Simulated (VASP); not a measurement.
# Li2Si (R-3m) in VASP: single point with LDA

Aim: the single point of Li2Si with LDA.

Program: VASP 6.6.1. These are calculated values, not measurements. Logs are shortened: lines on timing, memory, paths and dates and some standing lists are left out, and cuts for length are marked.

## 1. The cell of the first run

It takes space group R-3m (No. 166, trigonal). The conventional cell has a = 4.342 Å, b = 4.342 Å, c = 18.397 Å, α = 90.00°, β = 90.00°, γ = 120.00°. Within 3.4 Å of Li (site symmetry 3m) lie 6 Si at 2.59 to 2.98 Å and 7 Li at 2.68 to 3.14 Å. Within 3.5 Å of Li (site symmetry 3m) lie 4 Si at 2.64 to 2.79 Å and 7 Li at 2.83 to 3.14 Å. Si (site symmetry 3m) has 1 Si at 2.26 Å and 10 Li at 2.59 to 2.98 Å within 3.0 Å.

## 2. Single point, LDA

Contents of INCAR:

```
PREC     = Accurate       # precision mode
ENCUT    = 520            # plane-wave cutoff, eV
EDIFF    = 1E-6           # SCF threshold, eV
ISMEAR   = -1             # smearing method
SIGMA    = 0.1            # smearing width, eV
LREAL    = F              # projectors in reciprocal space
LASPH    = T              # aspherical terms in the spheres
NELM     = 60             # most SCF steps
ALGO     = Normal         # electronic algorithm
ISIF     = 2              # what is computed and relaxed
LWAVE    = F              # write WAVECAR
LCHARG   = F              # write CHGCAR
GGA      = CA             # functional
NBANDS   = 19             # bands
```

Contents of KPOINTS:

```
Automatic mesh
0
Gamma
  6 6 6
```

Contents of POSCAR:

```
Li2Si
1.0
    2.1709700000      1.2534100000      6.1324300000
   -2.1709700000      1.2534100000      6.1324300000
    0.0000000000     -2.5068200000      6.1324300000
Li Si
4 2
Direct
    0.3590000000      0.3590000000      0.3590000000
    0.6410000000      0.6410000000      0.6410000000
    0.7949500000      0.7949500000      0.7949500000
    0.2050500000      0.2050500000      0.2050500000
    0.0614700000      0.0614700000      0.0614700000
    0.9385300000      0.9385300000      0.9385300000
```

Potentials or basis: VASP PAW LDA potentials, release 64 (Li_sv, Si).

Command:

```sh
$ cat potpaw_LDA.64/Li_sv/POTCAR potpaw_LDA.64/Si/POTCAR > POTCAR
$ mpirun -np 1 vasp_std > vasp.out
```

OUTCAR:

```text
PREC = Accurate
   ENCUT = 520
   EDIFF = 1E-6
   ISMEAR = -1
   LREAL = F
   LASPH = T
   NELM = 60
   ISIF = 2
   GGA = CA

 ion  position               nearest neighbor table
   1  0.359  0.359  0.359-   5 2.59   5 2.59   5 2.59
   2  0.641  0.641  0.641-   6 2.59   6 2.59   6 2.59
   3  0.795  0.795  0.795-   6 2.64   5 2.79   5 2.79   5 2.79
   4  0.205  0.205  0.205-   5 2.64   6 2.79   6 2.79   6 2.79
   5  0.061  0.061  0.061-   6 2.26   1 2.59   1 2.59   1 2.59   4 2.64   3 2.79   3 2.79   3 2.79

   6  0.939  0.939  0.939-   5 2.26   2 2.59   2 2.59   2 2.59   3 2.64   4 2.79   4 2.79   4 2.79

  LATTYP: Found a trigonal (rhomboedric) cell.
 ALAT       =     6.6250166093
 COS(alpha) =     0.7852349057

  Lattice vectors:

 A1 = (   2.1709700000,   1.2534100000,   6.1324300000)
 A2 = (  -2.1709700000,   1.2534100000,   6.1324300000)
 A3 = (   0.0000000000,  -2.5068200000,   6.1324300000)

Analysis of symmetry for initial positions (statically):
=====================================================================
 Subroutine PRICEL returns:
 Original cell was already a primitive cell.

 Routine SETGRP: Setting up the symmetry group for a
 trigonal (rhombohedral) supercell.

 Subroutine GETGRP returns: Found 12 space group operations
 (whereof 12 operations were pure point group operations)
 out of a pool of 12 trial point group operations.

The static configuration has the point symmetry D_3d.

Analysis of symmetry for dynamics (positions and initial velocities):
=====================================================================
 Subroutine PRICEL returns:
 Original cell was already a primitive cell.

 Routine SETGRP: Setting up the symmetry group for a
 trigonal (rhombohedral) supercell.

 Subroutine GETGRP returns: Found 12 space group operations
 (whereof 12 operations were pure point group operations)
 out of a pool of 12 trial point group operations.

The dynamic configuration has the point symmetry D_3d.

 Subroutine INISYM returns: Found 12 space group operations
 (whereof 12 operations are pure point group operations),
 and found     1 'primitive' translations

----------------------------------------------------------------------------------------

                                     Primitive cell

  volume of cell :     100.1223

  direct lattice vectors                    reciprocal lattice vectors
     2.170970000  1.253410000  6.132430000     0.230311796  0.132970590  0.054355832
    -2.170970000  1.253410000  6.132430000    -0.230311796  0.132970590  0.054355832
     0.000000000 -2.506820000  6.132430000     0.000000000 -0.265941179  0.054355832

  length of vectors
     6.625016609  6.625016609  6.625016545     0.271439234  0.271439234  0.271439251

  position of ions in fractional coordinates (direct lattice)
     0.359000000  0.359000000  0.359000000
     0.641000000  0.641000000  0.641000000
     0.794950000  0.794950000  0.794950000
     0.205050000  0.205050000  0.205050000
     0.061470000  0.061470000  0.061470000
     0.938530000  0.938530000  0.938530000

  ion indices of the primitive-cell ions
   primitive index   ion index
                 1           1
                 2           2
                 3           3
                 4           4
                 5           5
                 6           6

----------------------------------------------------------------------------------------

 KPOINTS: Automatic mesh

Automatic generation of k-mesh.
 Grid dimensions read from file:
 generate k-points for:    6    6    6

 Generating k-lattice:

  Cartesian coordinates                     Fractional coordinates (reciprocal lattice)
     0.038385299  0.022161765  0.009059305     0.166666667  0.000000000  0.000000000
    -0.038385299  0.022161765  0.009059305     0.000000000  0.166666667  0.000000000
     0.000000000 -0.044323530  0.009059305     0.000000000  0.000000000  0.166666667

  Length of vectors
     0.045239872  0.045239872  0.045239875

  Shift w.r.t. Gamma in fractional coordinates (k-lattice)
     0.000000000  0.000000000  0.000000000

 Subroutine IBZKPT returns following result:
 ===========================================

 Found     32 irreducible k-points:

 Following reciprocal coordinates:
            Coordinates               Weight
  0.000000  0.000000  0.000000      1.000000
  0.166667  0.000000  0.000000      6.000000
  0.333333 -0.000000  0.000000      6.000000
  0.500000 -0.000000  0.000000      3.000000
  0.166667  0.166667  0.000000      6.000000
  0.333333  0.166667  0.000000     12.000000
[... 16 lines left out ...]
  0.500000  0.500000  0.166667      6.000000
 -0.333333  0.500000  0.166667     12.000000
 [... further k-points ...]
   k-points           NKPTS =     32   k-points in BZ     NKDIM =     32   number of bands    NBANDS=     19
   number of dos      NEDOS =    301   number of ions     NIONS =      6
   total plane-waves  NPLWV = 125000
   dimension x,y,z NGX =    50 NGY =   50 NGZ =   50
   dimension x,y,z NGXF=   100 NGYF=  100 NGZF=  100
   ions per type =               4   2
   NGX,Y,Z   is equivalent  to a cutoff of  12.55, 12.55, 12.55 a.u.
   NGXF,Y,Z  is equivalent  to a cutoff of  25.09, 25.09, 25.09 a.u.
 SYSTEM =  unknown system
   PREC   = accura    normal or accurate (medium, high low for compatibility)
   ISTART =      0    job   : 0-new  1-cont  2-samecut
   ICHARG =      2    charge: 1-file 2-atom 10-const
   ISPIN  =      1    spin polarized calculation?
   LNONCOLLINEAR =      F non collinear calculations
   LSORBIT =      F    spin-orbit coupling
   LASPH  =      T    aspherical Exc in radial PAW
   ENCUT  =  520.0 eV  38.22 Ry    6.18 a.u.  12.32 12.32 12.32*2*pi/ulx,y,z
   NELM   =     60;   NELMIN=  2; NELMDL= -5     # of ELM steps
   EDIFF  = 0.1E-05   stopping-criterion for ELM
   LREAL  =      F    real-space projection
   EDIFFG = 0.1E-04   stopping-criterion for IOM
   NSW    =      0    number of steps for IOM
   IBRION =     -1    ionic relax: 0-MD 1-quasi-New 2-CG
   NFREE  =      0    steps in history (QN), initial steepest desc. (CG)
   ISIF   =      2    stress and relaxation
   ISYM   =      2    0-nonsym 1-usesym 2-fastsym
   POTIM  = 0.5000    time-step for ionic-motion
   TEBEG  =    0.0;   TEEND  =   0.0 temperature during run
   PSTRESS=    0.0 pullay stress
   NELECT =      20.0000    total number of electrons
   NUPDOWN=      -1.0000    fix difference up-down
   EMIN   =  10.00;   EMAX   =-10.00  energy-range for DOS
   EFERMI =   0.00;   METHOD = LEGACY
   ISMEAR =    -1;   SIGMA  =   0.10  broadening in eV -4-tet -1-fermi 0-gaus
   EFERMI_NEDOS =   21; number of points for ismear=-14 and -15
   IALGO  =     38    algorithm
   IMIX   =      4    mixing-type and parameters
     AMIX     =   0.40;   BMIX     =  1.00
     AMIX_MAG =   1.60;   BMIX_MAG =  1.00
  volume/ion in A,a.u.               =      16.69       112.61
  Fermi-wavevector in a.u.,A,eV,Ry     =   0.956991  1.808451 12.460650  0.915832
  Thomas-Fermi vector in A             =   2.085969
   LORBIT       =      0    0 simple, 1 ext, 2 COOP (PROOUT), +10 PAW based schemes
   GGA     = CA    functional components
   LHFCALC =     F    Hartree Fock is set to
   AEXX    =    0.0000 exact exchange contribution
   IVDW    =     0    specifies the selected vdW correction
   LEPSILON=     F    determine dielectric tensor
   LRPA    =     F    only Hartree local field effects (RPA)
 non-spin polarized calculation
  energy-cutoff  :      520.00
  volume of cell :      100.12
 maximum number of plane-waves:      2711
 NGX is ok and might be reduce to    50
   NGX = 25   NGY = 25   NGZ = 25

 number of electron      20.0000005 magnetization

 Free energy of the ion-electron system (eV)
  ---------------------------------------------------
  ext. energy  EPLUGINS =         0.00000000
  ---------------------------------------------------
  free energy    TOTEN  =       -21.63131846 eV

  energy without entropy =      -21.60618614  energy(sigma->0) =      -21.61875230

 E-fermi :   3.0561     XC(G=0):  -8.5908

 val. band max:        2.7307926210   @ k =  -0.3333   0.5000   0.3333
 cond. band min:       3.1102486026   @ k =  -0.1667   0.3333   0.1667
 fundamental gap:      0.3794559817
 Fermi energy:         3.0561494980

 k-point     1 :       0.0000    0.0000    0.0000
  band No.  band energies     occupation
      1     -42.1976      2.00000
      2     -42.1769      2.00000
      3     -41.9320      2.00000
      4     -41.8886      2.00000
      5      -6.2060      2.00000
      6      -2.8236      2.00000
[... 11 lines left out ...]
     18       8.4180      0.00000
     19       9.6191      0.00000

 k-point     2 :       0.1667    0.0000    0.0000
  band No.  band energies     occupation
      1     -42.1963      2.00000
      2     -42.1781      2.00000
      3     -41.9294      2.00000
      4     -41.8911      2.00000
      5      -6.0924      2.00000
      6      -2.7038      2.00000
[... 11 lines left out ...]
     18       9.2583      0.00000
     19       9.3439      0.00000

 k-point     3 :       0.3333   -0.0000    0.0000
  band No.  band energies     occupation
      1     -42.1931      2.00000
      2     -42.1812      2.00000
      3     -41.9227      2.00000
      4     -41.8977      2.00000
      5      -5.8311      2.00000
      6      -2.4198      2.00000
[... 11 lines left out ...]
     18       9.8838      0.00000
     19      10.0702      0.00000

 k-point     4 :       0.5000   -0.0000    0.0000
  band No.  band energies     occupation
      1     -42.1905      2.00000
      2     -42.1837      2.00000
      3     -41.9174      2.00000
      4     -41.9030      2.00000
      5      -5.6767      2.00000
      6      -2.2462      2.00000
[... 407 lines left out ...]
     18      10.1831      0.00000
     19      10.5404      0.00000

 k-point    23 :       0.5000    0.5000    0.1667
  band No.  band energies     occupation
      1     -42.1930      2.00000
      2     -42.1812      2.00000
      3     -41.9227      2.00000
      4     -41.8977      2.00000
      5      -5.7787      2.00000
      6      -2.7894      2.00000
[... 11 lines left out ...]
     18       9.3818      0.00000
     19       9.8017      0.00000

 k-point    24 :      -0.3333    0.5000    0.1667
  band No.  band energies     occupation
      1     -42.1905      2.00000
      2     -42.1837      2.00000
      3     -41.9174      2.00000
      4     -41.9030      2.00000
      5      -5.6469      2.00000
      6      -2.4832      2.00000
[... 11 lines left out ...]
     18      10.0153      0.00000
     19      10.7332      0.00000

 [... further k-points ...]

------------------------ aborting loop because EDIFF is reached ----------------------------------------

  FORCE on cell =-STRESS in cart. coord.  units (eV):
  Direction    XX          YY          ZZ          XY          YZ          ZX
  --------------------------------------------------------------------------------------
  -------------------------------------------------------------------------------------
  Total       -1.2070561     -1.2070559     -1.3698091      0.0000000      0.0000000      0.0000000
  in kB      -19.3155565    -19.3155530    -21.9199619      0.0000000      0.0000000      0.0000000
  external PRESSURE =     -20.1836904 kB  Pullay stress =       0.0000000 kB

 VOLUME and BASIS-vectors are now :
 -----------------------------------------------------------------------------
  energy-cutoff  :      520.00
  volume of cell :      100.12
      direct lattice vectors                 reciprocal lattice vectors
     2.170970000  1.253410000  6.132430000     0.230311796  0.132970590  0.054355832
    -2.170970000  1.253410000  6.132430000    -0.230311796  0.132970590  0.054355832
     0.000000000 -2.506820000  6.132430000     0.000000000 -0.265941179  0.054355832

 POSITION                                       TOTAL-FORCE (eV/Angst)
 -----------------------------------------------------------------------------------
      0.00000      0.00000      6.60463         0.000000     -0.000000     -0.098683
      0.00000      0.00000     11.79266         0.000000     -0.000000      0.098683
      0.00000      0.00000     14.62493         0.000000      0.000000     -0.023371
      0.00000      0.00000      3.77236         0.000000     -0.000000      0.023371
      0.00000      0.00000      1.13088         0.000000     -0.000000      0.056493
      0.00000      0.00000     17.26641         0.000000     -0.000000     -0.056493
 -----------------------------------------------------------------------------------
    total drift:                                0.000000      0.000000     -0.000000

  FREE ENERGIE OF THE ION-ELECTRON SYSTEM (eV)
  ---------------------------------------------------
  free  energy   TOTEN  =       -21.6313184551 eV

  energy  without entropy=      -21.6061861442  energy(sigma->0) =      -21.61875230
```

It took 2.7 min on 1 thread of Intel Xeon 8259CL, shared host; peak memory 0.27 GiB.

Results:

```
Free energy            : -21.6313 eV
Largest force          : 0.099 eV/Å
Band gap on the k mesh : zero (bands 10 and 11 overlap by 2.21 eV)
```

Forces on the atoms (eV/Å):
```
Li   0.000  0.000 -0.099
Li   0.000  0.000  0.099
Li   0.000  0.000 -0.023
Li   0.000  0.000  0.023
Si   0.000  0.000  0.056
Si   0.000  0.000 -0.056
```

Levels at points of the mesh, in eV from the Fermi level:
| k point | band 8 | band 9 | band 10 | band 11 | band 12 | band 13 |
| --- | --- | --- | --- | --- | --- | --- |
| (0.00, 0.00, 0.00) | -0.64 | -0.64 | 1.56 | 1.56 | 2.42 | 2.70 |
| (0.50, 0.00, 0.00) | -2.25 | -1.83 | -1.18 | 0.26 | 1.51 | 2.47 |
| (0.50, 0.50, 0.00) | -2.40 | -2.07 | -1.09 | 1.38 | 2.11 | 2.20 |
| (0.50, 0.50, 0.50) | -0.79 | -0.79 | 0.93 | 2.13 | 2.13 | 2.78 |

Caveat: the cutoff is under 1.25 times the usual one of these potentials, so pressure, stress and relaxed cells hold a basis-set (Pulay) error.
